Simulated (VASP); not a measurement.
Here is a VASP 6.6.1 calculation.

The input INCAR:

```
SYSTEM = Sn4HO8
  PREC = Accurate
  ENCUT = 520
  EDIFF = 1E-7
  ISMEAR = 0
  SIGMA = 0.05
  LREAL = Auto
  LASPH = .TRUE.
  NELM = 80
  ALGO = Normal
  ISIF = 2
  LWAVE = .FALSE.
  LCHARG = .FALSE.
  GGA = PE
  NBANDS = 124
```

The input KPOINTS:

```
Automatic mesh
0
G
  2 2 1
  0 0 0
```

Contents of POSCAR:

```
Sn4HO8
1.0
    6.7005440000      0.0000000000      0.0000000000
    0.0000000000      6.3730000000      0.0000000000
    0.0000000000      0.0000000000     18.4039890000
Sn O H
8 16 2
Direct
    0.0000000000      0.0000000000      0.0543359921
    0.5000000000      0.2500000000      0.0543359921
    0.5102575254     -0.0014084419      0.2510030298
    0.0055820841      0.2450833203      0.2426153917
    0.0000000000      0.5000000000      0.0543359921
    0.5000000000      0.7500000000      0.0543359921
    0.5128529863      0.5023896124      0.2459801514
    0.0031055687      0.7548688216      0.2405394287
    0.0175569327      0.0027905225      0.1625007492
    0.1934999606      0.2500000000      0.0543359921
    0.5000000000      0.0000000000      0.1247857190
    0.8065000394      0.2500000000      0.0543359921
    0.5452085681     -0.0526190177      0.3564411498
    0.6989268334      0.2489502589      0.2293448991
    0.9940619747     -0.0021930017      0.3098920022
    0.3141921014      0.2545972070      0.2455928440
    0.0136145662      0.4972053978      0.1652899271
    0.1934999606      0.7500000000      0.0543359921
    0.5000000000      0.5000000000      0.1247857190
    0.8065000394      0.7500000000      0.0543359921
    0.6006492906      0.5230600973      0.3512960152
    0.7003098554      0.7524847011      0.2207568153
    0.9826536472      0.5019358230      0.3136672164
    0.3105371743      0.7452159109      0.2392671502
    0.5717896935      0.6704541032      0.3671162268
    0.8436661262      0.5058928291      0.3374336401
```

Potentials or basis: VASP PAW PBE potentials, release 64 (Sn_d, O, H).

The run is started by

```sh
$ cat potpaw_PBE.64/Sn_d/POTCAR potpaw_PBE.64/O/POTCAR potpaw_PBE.64/H/POTCAR > POTCAR
$ mpirun -np 1 vasp_std > vasp.out
```

Estimate the band gap on the k mesh.

zero (bands 105 and 106 overlap by 0.01 eV).

What does it give for the largest force?

2.922 eV/Å.

Forces on the atoms (eV/Å):
```
Sn   0.077  0.020  2.446
Sn  -0.030  0.006  0.858
Sn  -0.016  0.019 -0.106
Sn   0.008  0.037 -0.047
Sn   0.102 -0.025  2.920
Sn   0.002 -0.004  0.894
Sn  -0.015 -0.021 -0.051
Sn   0.014 -0.033 -0.057
O    0.008 -0.001  0.052
O   -0.708  0.099 -1.633
O   -0.164  0.159 -0.587
O    0.759  0.058 -1.467
O    0.025 -0.029  0.114
O    0.011 -0.004 -0.012
O   -0.012 -0.007  0.121
O   -0.014 -0.006 -0.001
O    0.008 -0.003  0.061
O   -0.772 -0.094 -1.562
O   -0.131 -0.154 -0.600
O    0.848 -0.061 -1.451
O    0.039 -0.044  0.017
O    0.005  0.000 -0.020
O    0.032  0.000 -0.006
O   -0.011  0.012 -0.003
H   -0.012  0.075  0.065
H   -0.055  0.002  0.054
```

Caveat: the k points lie up to 0.49 Å⁻¹ apart; spin-orbit coupling is left out, which moves the levels of the heavy elements.
